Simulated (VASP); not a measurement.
## WO: single point with r2SCAN+U

WO:

```xyz
2
Lattice="2.9146 0.0000 0.0000 0.0000 2.9146 0.0000 0.0000 0.0000 2.9146" Properties=species:S:1:pos:R:3 pbc="T T T"
W     0.0000    0.0000    0.0000
O     1.4573    1.4573    1.4573
```

- Program: VASP 6.6.1
- Task: single point
- Functional: r2SCAN
- Potentials or basis: VASP PAW PBE potentials, release 64 (W_sv, O_h)
- Cutoff: 910 eV
- k mesh: 14 × 14 × 14
- Occupations: gaussian, width 0.1 eV
- Spin: no spin polarisation
- Hubbard terms: W d U = 6.2 eV
- Dipole correction: no
- Further INCAR settings: ALGO = Normal; EDIFF = 1e-06; NBANDS = 17

```yaml
Pressure: -7.9 GPa
Band_gap_on_the_k_mesh: zero (bands 10 and 11 overlap by 5.16 eV)
```

Levels at points of the mesh, in eV from the Fermi level:
```
           k point  band 7  band 8  band 9  band 10  band 11  band 12  band 13  band 14
(0.00, 0.00, 0.00)   -6.43   -5.17   -5.17    -5.17    -3.47     3.55     3.55     3.55
(0.50, 0.00, 0.00)   -5.77   -5.67   -5.67    -0.66     3.26     3.26     3.66     3.92
(0.50, 0.50, 0.00)   -7.42   -5.59   -4.69    -0.64     1.28     1.28     1.54     6.67
(0.50, 0.50, 0.50)   -8.44   -8.44    1.69     1.69     3.14     3.14     3.14     5.56
```

Eigenvalues of the final occupation matrices:
| site | spin | trace | eigenvalues |
| --- | --- | --- | --- |
| site 1 d | 1 | 1.61 | 0.09 0.09 0.09 0.67 0.67 |
| site 1 d | 2 | 1.61 | 0.09 0.09 0.09 0.67 0.67 |

Wall time 5.9 min on 1 thread of Intel(R) Xeon(R) Platinum 8124M CPU @ 3.00GHz (Skylake/Cascade Lake), on a shared host, peak memory 0.26 GiB.

Caveat: the cell stands under tension; the PAW data sets were made with another functional, which shifts forces and pressure a little; spin-orbit coupling is left out, which moves the levels of the heavy elements; U without spin polarisation on a metal has little footing.
